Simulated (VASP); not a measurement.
CoSi2: single point with LDA

CoSi2:

```
Co Si
1.0
     0.00000    2.67800    2.67800
     2.67800    0.00000    2.67800
     2.67800    2.67800    0.00000
Co Si
1 2
Direct
  0.00000 0.00000 0.00000
  0.25000 0.25000 0.25000
  0.75000 0.75000 0.75000
```

```
Program                : VASP 6.6.1
Task                   : single point
Functional             : LDA
Potentials or basis    : VASP PAW LDA potentials, release 64 (Co, Si)
Cutoff                 : 520 eV
k mesh                 : 12 × 12 × 12
Occupations            : gaussian, width 0.05 eV
Spin                   : collinear spin, ferromagnetic start
Starting moments       : [1.5, 0.0, 0.0] μB
Dipole correction      : no
Further INCAR settings : ALGO = Normal; EDIFF = 1e-07; NBANDS = 20
```

```yaml
Pressure: -8.3 GPa
Net_moment: 0.00 μB per cell
Valence_electrons_inside_the_program's_atomic_spheres: Co 8.88; Si 1.60
```

Levels at points of the mesh, in eV from the Fermi level:
Spin up:
```
           k point  band 6  band 7  band 8  band 9  band 10  band 11  band 12  band 13
(0.00, 0.00, 0.00)   -1.90    0.68    3.42    3.42     3.42     3.48     3.48     3.48
(0.50, 0.00, 0.00)   -1.64   -1.64   -0.43   -0.43     2.64     3.44     3.44     4.30
(0.50, 0.50, 0.00)   -1.99   -1.99   -1.90   -1.33     1.55     2.93     8.63     9.50
```
Spin down:
| k point | band 6 | band 7 | band 8 | band 9 | band 10 | band 11 | band 12 | band 13 |
| --- | --- | --- | --- | --- | --- | --- | --- | --- |
| (0.00, 0.00, 0.00) | -1.90 | 0.68 | 3.42 | 3.42 | 3.42 | 3.48 | 3.48 | 3.48 |
| (0.50, 0.00, 0.00) | -1.64 | -1.64 | -0.43 | -0.43 | 2.64 | 3.44 | 3.44 | 4.30 |
| (0.50, 0.50, 0.00) | -1.99 | -1.99 | -1.90 | -1.33 | 1.55 | 2.93 | 8.63 | 9.50 |

Wall time 4 min on 1 thread of Intel Xeon 8259CL, on a shared host, peak memory 0.21 GiB.

Caveat: the cell stands under tension; the moments typed at the start vanished in this run.
